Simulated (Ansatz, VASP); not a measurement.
## One calculation of Rh, two programs

```
CELL_PARAMETERS angstrom
2.63766 0.00000 0.00000
-1.31883 2.28428 0.00000
0.00000 0.00000 2.54256
ATOMIC_POSITIONS crystal
Rh 0.00000 0.00000 0.00000
```

Alike in both runs: functional PBE; k mesh 24 × 24 × 22; occupations gaussian, width 0.1 eV; no spin polarisation.

Ansatz relaxed the structure, and its values are those at the end. VASP's run is a single point on that final structure, the one shown.

|  | VASP | Ansatz |
| --- | --- | --- |
| version | VASP 6.6.1 | Ansatz 0.2.0 |
| potentials or method | VASP PAW PBE potentials, release 64 (Rh_pv), cutoff 520 eV | scalar-relativistic, plane waves, PAW |
| valence electrons in the cell | 15 | 17 |

|  | VASP | Ansatz | Ansatz less VASP |
| --- | --- | --- | --- |
| gap on the k mesh at the Fermi level (eV) | none | none | - |
| pressure (GPa) | 0.0 | 0.0 | +0.02 |

A gap of «none» marks a metal or a gap that the smearing closes. The functional is the same, so the differences come from potentials, cutoffs and numerics. VASP's potentials hold 15 valence electrons a cell and Ansatz's 17, so a difference there can come from the potentials and not from the codes.
